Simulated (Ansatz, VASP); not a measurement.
**Two plane-wave programs on AlAs**

```
Al As
1.0
     0.00000    2.83040    2.83040
     2.83040    0.00000    2.83040
     2.83040    2.83040    0.00000
Al As
1 1
Cartesian
  0.0000 0.0000 0.0000
  1.4152 1.4152 1.4152
```

Alike in both runs: task single point; functional PBE; k mesh 14 × 14 × 14; occupations gaussian, width 0.02 eV; no spin polarisation.

|  | VASP | Ansatz |
| --- | --- | --- |
| version | VASP 6.6.1 | Ansatz 0.2.0 |
| potentials or method | VASP PAW PBE potentials, release 64 (Al, As), cutoff 500 eV | scalar-relativistic, plane waves, PAW |
| valence electrons in the cell | 8 | 18 |

VASP gave:

```
gap on the k mesh at the Fermi level (eV) : 1.44
least direct gap on the mesh (eV)         : 2.06
pressure (GPa)                            : 2.8
```

What did Ansatz give for the same quantities?

gap on the k mesh at the Fermi level (eV): 1.45; least direct gap on the mesh (eV): 2.05; pressure (GPa): 2.6.

VASP's potentials hold 8 valence electrons a cell and Ansatz's 18, so a difference there can come from the potentials and not from the codes.
